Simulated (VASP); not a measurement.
Runs of VASP 6.6.1 on SnSe. The structure is that of space group Fm-3m (No. 225), or close to it. The cells are those of the table. 

| cell | gap on the mesh (eV) | pressure (GPa) |
| --- | --- | --- |
| a = 4.185 Å, angles 60.0°, 2 atoms | 0.70 | (a) |
| a = 4.354 Å, angles 60.0°, 2 atoms | 0.16 | -3.5 |
| a = 4.271 Å, angles 60.0°, 2 atoms | (c) | (b) |
| a = 4.313 Å, angles 60.0°, 2 atoms | 0.28 | -2.3 |

Alike in all rows: task single point; level r2SCAN; potentials or basis VASP PAW PBE potentials, release 64 (Sn_d, Se); no spin polarisation; k mesh 6 × 6 × 6; cutoff (eV) 520; smearing gaussian 0.01 eV.

Task: Fill in the values left out.

Result: (a) 2.6; (b) -0.9; (c) 0.41.

Caveats: the PAW data sets were made with another functional, which shifts forces and pressure a little; spin-orbit coupling is left out, which moves the levels of the heavy elements; the cell stands under tension (at least some runs).

A k mesh can miss the band edges, and the runs leave out spin-orbit coupling on Se, Sn.
